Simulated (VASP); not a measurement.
# Fe (Im-3m) in VASP: single point with PBE

Aim: the single point of Fe with PBE.

Program: VASP 6.6.1. These are calculated values, not measurements. Logs are shortened: lines on timing, memory, paths and dates and some standing lists are left out, and cuts for length are marked.

## 1. The cell of the first run

Symmetry: Im-3m, No. 229, cubic system. Conventional cell: a = 2.831 Å, b = 2.831 Å, c = 2.831 Å, α = 90.00°, β = 90.00°, γ = 90.00°. Fe (site symmetry m-3m) has 14 Fe at 2.45 to 2.83 Å within 3.2 Å.

## 2. Single point, PBE, collinear spin, antiferromagnetic start

INCAR

```
PREC = Accurate
ENCUT = 520
EDIFF = 1E-7
ISMEAR = 0
SIGMA = 0.05
LREAL = False
LASPH = True
NELM = 150
ALGO = Fast
ISIF = 2
LWAVE = False
LCHARG = True
ISPIN = 2
MAGMOM = 2.5 -2.5
LORBIT = 11
LMAXMIX = 4
GGA = PE
LELF = True
LVHAR = True
NBANDS = 19
```

KPOINTS

```
regular mesh
0
Gamma
  20 20 10
```

POSCAR

```
Fe
1.0
    0.0000000000      2.8307971540      0.0000000000
    2.8307971540      0.0000000000      0.0000000000
    2.8307971540      2.8307971540     -2.8307971540
Fe
2
Direct
    0.0000000000      0.0000000000      0.0000000000
    0.0000000000      0.0000000000      0.5000000000
```

Potentials or basis: VASP PAW PBE potentials, release 64 (Fe).

On the command line:

```sh
$ cat potpaw_PBE.64/Fe/POTCAR > POTCAR
$ mpirun -np 1 vasp_std > vasp.out
```

OUTCAR:

```text
PREC = Accurate
   ENCUT = 520
   EDIFF = 1E-7
   ISMEAR = 0
   LREAL = False
   LASPH = True
   NELM = 150
   ISIF = 2
   ISPIN = 2
   LORBIT = 11
   GGA = PE

 ion  position               nearest neighbor table
   1  0.000  0.000  0.000-   2 2.45   2 2.45   2 2.45   2 2.45   2 2.45   2 2.45   2 2.45   2 2.45

   2  0.000  0.000  0.500-   1 2.45   1 2.45   1 2.45   1 2.45   1 2.45   1 2.45   1 2.45   1 2.45

  LATTYP: Found a simple cubic cell.
 ALAT       =     2.8307971540

  Lattice vectors:

 A1 = (   0.0000000000,   2.8307971540,   0.0000000000)
 A2 = (   2.8307971540,   0.0000000000,   0.0000000000)
 A3 = (   0.0000000000,   0.0000000000,  -2.8307971540)

Analysis of symmetry for initial positions (statically):
=====================================================================
 Subroutine PRICEL returns following result:

  LATTYP: Found a body centered cubic cell.
 ALAT       =     2.8307971540

  Lattice vectors:

 A1 = (  -1.4153985770,  -1.4153985770,  -1.4153985770)
 A2 = (  -1.4153985770,   1.4153985770,   1.4153985770)
 A3 = (   1.4153985770,   1.4153985770,  -1.4153985770)

   2 primitive cells build up your supercell.

 Routine SETGRP: Setting up the symmetry group for a
 simple cubic supercell.

 Subroutine GETGRP returns: Found 48 space group operations
 (whereof 48 operations were pure point group operations)
 out of a pool of 48 trial point group operations.

The static configuration has the point symmetry O_h .

Analysis of symmetry for dynamics (positions and initial velocities):
=====================================================================
 Subroutine PRICEL returns following result:

  LATTYP: Found a body centered cubic cell.
 ALAT       =     2.8307971540

  Lattice vectors:

 A1 = (  -1.4153985770,  -1.4153985770,  -1.4153985770)
 A2 = (  -1.4153985770,   1.4153985770,   1.4153985770)
 A3 = (   1.4153985770,   1.4153985770,  -1.4153985770)

   2 primitive cells build up your supercell.

 Routine SETGRP: Setting up the symmetry group for a
 simple cubic supercell.

 Subroutine GETGRP returns: Found 48 space group operations
 (whereof 48 operations were pure point group operations)
 out of a pool of 48 trial point group operations.

The dynamic configuration has the point symmetry O_h .

Analysis of structural, dynamic, and magnetic symmetry:
=====================================================================
 Subroutine PRICEL returns following result:

  LATTYP: Found a body centered cubic cell.
 ALAT       =     2.8307971540

  Lattice vectors:

 A1 = (  -1.4153985770,  -1.4153985770,  -1.4153985770)
 A2 = (  -1.4153985770,   1.4153985770,   1.4153985770)
 A3 = (   1.4153985770,   1.4153985770,  -1.4153985770)

   2 primitive cells build up your supercell.

 Routine SETGRP: Setting up the symmetry group for a
 simple cubic supercell.

 Subroutine GETGRP returns: Found 48 space group operations
 (whereof 48 operations were pure point group operations)
 out of a pool of 48 trial point group operations.

The overall configuration has the point symmetry O_h .

 Subroutine INISYM returns: Found 48 space group operations
 (whereof 48 operations are pure point group operations),
 and found     2 'primitive' translations

----------------------------------------------------------------------------------------

                                     Primitive cell

  volume of cell :      11.3422

  direct lattice vectors                    reciprocal lattice vectors
    -1.415398577 -1.415398577 -1.415398577    -0.353257385  0.000000000 -0.353257385
    -1.415398577  1.415398577  1.415398577    -0.353257385  0.353257385  0.000000000
     1.415398577  1.415398577 -1.415398577     0.000000000  0.353257385 -0.353257385

  length of vectors
     2.451542248  2.451542248  2.451542248     0.499581385  0.499581385  0.499581385

  position of ions in fractional coordinates (direct lattice)
     0.000000000  0.000000000  0.000000000

  ion indices of the primitive-cell ions
   primitive index   ion index
                 1           1

----------------------------------------------------------------------------------------

 KPOINTS: regular mesh

Automatic generation of k-mesh.
 Grid dimensions read from file:
 generate k-points for:   20   20   10

 Generating k-lattice:

  Cartesian coordinates                     Fractional coordinates (reciprocal lattice)
     0.000000000  0.017662869  0.017662869     0.050000000  0.000000000  0.000000000
     0.017662869  0.000000000  0.017662869     0.000000000  0.050000000  0.000000000
     0.000000000  0.000000000 -0.035325738     0.000000000  0.000000000  0.100000000

  Length of vectors
     0.024979069  0.024979069  0.035325738

  Shift w.r.t. Gamma in fractional coordinates (k-lattice)
     0.000000000  0.000000000  0.000000000

 Subroutine IBZKPT returns following result:
 ===========================================

 Found    146 irreducible k-points:

 Following reciprocal coordinates:
            Coordinates               Weight
  0.000000  0.000000  0.000000      1.000000
  0.050000  0.000000  0.000000     12.000000
  0.100000  0.000000  0.000000     12.000000
  0.150000  0.000000  0.000000     12.000000
  0.200000  0.000000  0.000000     12.000000
  0.250000  0.000000  0.000000     12.000000
[... 16 lines left out ...]
  0.200000  0.100000 -0.000000     48.000000
  0.250000  0.100000 -0.000000     48.000000
 [... further k-points ...]
   k-points           NKPTS =    146   k-points in BZ     NKDIM =    146   number of bands    NBANDS=     19
   number of dos      NEDOS =    301   number of ions     NIONS =      2
   total plane-waves  NPLWV =  20736
   dimension x,y,z NGX =    24 NGY =   24 NGZ =   36
   dimension x,y,z NGXF=    48 NGYF=   48 NGZF=   72
   ions per type =               2
   NGX,Y,Z   is equivalent  to a cutoff of  14.09, 14.09, 12.21 a.u.
   NGXF,Y,Z  is equivalent  to a cutoff of  28.19, 28.19, 24.41 a.u.
 SYSTEM =  unknown system
   PREC   = accura    normal or accurate (medium, high low for compatibility)
   ISTART =      0    job   : 0-new  1-cont  2-samecut
   ICHARG =      2    charge: 1-file 2-atom 10-const
   ISPIN  =      2    spin polarized calculation?
   LNONCOLLINEAR =      F non collinear calculations
   LSORBIT =      F    spin-orbit coupling
   LASPH  =      T    aspherical Exc in radial PAW
   ENCUT  =  520.0 eV  38.22 Ry    6.18 a.u.   5.26  5.26  9.12*2*pi/ulx,y,z
   NELM   =    150;   NELMIN=  2; NELMDL= -5     # of ELM steps
   EDIFF  = 0.1E-06   stopping-criterion for ELM
   LREAL  =      F    real-space projection
   EDIFFG = 0.1E-05   stopping-criterion for IOM
   NSW    =      0    number of steps for IOM
   IBRION =     -1    ionic relax: 0-MD 1-quasi-New 2-CG
   NFREE  =      0    steps in history (QN), initial steepest desc. (CG)
   ISIF   =      2    stress and relaxation
   ISYM   =      2    0-nonsym 1-usesym 2-fastsym
   POTIM  = 0.5000    time-step for ionic-motion
   TEBEG  =    0.0;   TEEND  =   0.0 temperature during run
   PSTRESS=    0.0 pullay stress
   NELECT =      16.0000    total number of electrons
   NUPDOWN=      -1.0000    fix difference up-down
   EMIN   =  10.00;   EMAX   =-10.00  energy-range for DOS
   EFERMI =   0.00;   METHOD = LEGACY
   ISMEAR =     0;   SIGMA  =   0.05  broadening in eV -4-tet -1-fermi 0-gaus
   EFERMI_NEDOS =   21; number of points for ismear=-14 and -15
   IALGO  =     68    algorithm
   IMIX   =      4    mixing-type and parameters
     AMIX     =   0.40;   BMIX     =  1.00
     AMIX_MAG =   1.60;   BMIX_MAG =  1.00
  volume/ion in A,a.u.               =      11.34        76.54
  Fermi-wavevector in a.u.,A,eV,Ry     =   1.457268  2.753837 28.893738  2.123630
  Thomas-Fermi vector in A             =   2.574089
   LORBIT       =     11    0 simple, 1 ext, 2 COOP (PROOUT), +10 PAW based schemes
   GGA     = PE    functional components
   LHFCALC =     F    Hartree Fock is set to
   AEXX    =    0.0000 exact exchange contribution
   IVDW    =     0    specifies the selected vdW correction
   LEPSILON=     F    determine dielectric tensor
   LRPA    =     F    only Hartree local field effects (RPA)
 spin polarized calculation
 RMM-DIIS sequential band-by-band and
 Gauss-broadening in eV      SIGMA  =   0.05
  energy-cutoff  :      520.00
  volume of cell :       22.68
 maximum number of plane-waves:       624
 NGX is ok and might be reduce to    24
   NGX = 11   NGY = 11   NGZ = 19

 number of electron      16.0000007 magnetization       0.0000000

 number of electron      16.0000007 magnetization      -0.0000000

 Free energy of the ion-electron system (eV)
  ---------------------------------------------------
  ext. energy  EPLUGINS =         0.00000000
  ---------------------------------------------------
  free energy    TOTEN  =       -15.59259103 eV

  energy without entropy =      -15.58669147  energy(sigma->0) =      -15.58964125

 E-fermi :   6.0735     XC(G=0): -13.1470

 val. band max:        6.0720893008   @ k =  -0.2500   0.5000   0.1000
 cond. band min:       6.0742409572   @ k =   0.2000   0.1500   0.1000
 fundamental gap:      0.0021516564
 Fermi energy:         6.0734892084

 spin component 1

 k-point     1 :       0.0000    0.0000    0.0000
  band No.  band energies     occupation
      1      -2.5268      1.00000
      2       1.6790      1.00000
      3       1.6791      1.00000
      4       4.2537      1.00000
      5       4.2537      1.00000
      6       4.2537      1.00000
[... 505 lines left out ...]
      6       3.9283      1.00000
[... 11 lines left out ...]
     18      27.7702      0.00000
     19      30.6898      0.00000

 [... further k-points ...]

 spin component 2

 k-point     1 :       0.0000    0.0000    0.0000
  band No.  band energies     occupation
      1      -2.5268      1.00000
      2       1.6790      1.00000
      3       1.6791      1.00000
      4       4.2537      1.00000
      5       4.2537      1.00000
      6       4.2537      1.00000
[... 505 lines left out ...]
      6       3.9283      1.00000
[... 11 lines left out ...]
     18      27.7702      0.00000
     19      30.6718      0.00000

 [... further k-points ...]

------------------------ aborting loop because EDIFF is reached ----------------------------------------

  FORCE on cell =-STRESS in cart. coord.  units (eV):
  Direction    XX          YY          ZZ          XY          YZ          ZX
  --------------------------------------------------------------------------------------
  -------------------------------------------------------------------------------------
  Total       -0.8555106     -0.8555106     -0.8555106      0.0000000     -0.0000000      0.0000000
  in kB      -60.4240331    -60.4240331    -60.4240331      0.0000000     -0.0000000      0.0000000
  external PRESSURE =     -60.4240331 kB  Pullay stress =       0.0000000 kB

 VOLUME and BASIS-vectors are now :
 -----------------------------------------------------------------------------
  energy-cutoff  :      520.00
  volume of cell :       22.68
      direct lattice vectors                 reciprocal lattice vectors
     0.000000000  2.830797154  0.000000000     0.000000000  0.353257385  0.353257385
     2.830797154  0.000000000  0.000000000     0.353257385  0.000000000  0.353257385
     2.830797154  2.830797154 -2.830797154     0.000000000  0.000000000 -0.353257385

 POSITION                                       TOTAL-FORCE (eV/Angst)
 -----------------------------------------------------------------------------------
      0.00000      0.00000      0.00000         0.000000      0.000000      0.000000
      1.41540      1.41540     -1.41540        -0.000000     -0.000000     -0.000000
 -----------------------------------------------------------------------------------
    total drift:                                0.000000      0.000000     -0.000000

  FREE ENERGIE OF THE ION-ELECTRON SYSTEM (eV)
  ---------------------------------------------------
  free  energy   TOTEN  =       -15.5925910294 eV

  energy  without entropy=      -15.5866914695  energy(sigma->0) =      -15.58964125

 total charge

# of ion       s       p       d       tot
------------------------------------------
    1        0.490   0.539   6.242   7.271
    2        0.490   0.539   6.242   7.271
--------------------------------------------------
tot          0.980   1.078  12.484  14.542

 magnetization (x)

# of ion       s       p       d       tot
------------------------------------------
    1        0.019   0.026   1.472   1.517
    2       -0.019  -0.026  -1.472  -1.517
--------------------------------------------------
tot          0.000   0.000   0.000   0.000
```

Run time: 1.7 min. Hardware: 1 thread of Intel Xeon Platinum 8488C (Sapphire Rapids), shared host; peak memory 0.23 GiB.

What came out:

```yaml
Free_energy: -15.5926 eV
Pressure: -6.0 GPa
Band_gap_on_the_k_mesh: zero (filled and empty bands overlap)
Net_moment: 0.00 μB per cell
Site_moments: Fe +1.52, -1.52 μB
Valence_electrons_inside_the_program's_atomic_spheres: Fe 7.27
```

Caveat: the cell stands under tension.
